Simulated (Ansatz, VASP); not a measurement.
**Two plane-wave programs on AlRh2**

```xyz
3
Lattice="4.2965 0.0000 0.0000 -2.1483 3.7209 0.0000 0.0000 0.0000 2.7412" Properties=species:S:1:pos:R:3 pbc="T T T"
Al    0.0000    0.0000    0.0000
Rh    0.0000    2.4806    1.3706
Rh    2.1483    1.2403    1.3706
```

Alike in both runs: functional PBE; k mesh 12 × 12 × 16; occupations gaussian, width 0.1 eV; no spin polarisation.

Ansatz relaxed the structure, and its values are those at the end. VASP's run is a single point on that final structure, the one shown.

```csv
,VASP,Ansatz
version,VASP 6.6.1,Ansatz 0.2.0
potentials or method,"VASP PAW PBE potentials, release 64 (Al, Rh_pv), cutoff 500 eV","scalar-relativistic, plane waves, PAW"
valence electrons in the cell,33,37
```

```csv
,VASP,Ansatz,Ansatz less VASP
gap on the k mesh at the Fermi level (eV),none,none,-
pressure (GPa),0.0,0.0,-0.04
```

A gap of «none» marks a metal or a gap that the smearing closes. The functional is the same, so the differences come from potentials, cutoffs and numerics. VASP's potentials hold 33 valence electrons a cell and Ansatz's 37, so a difference there can come from the potentials and not from the codes.
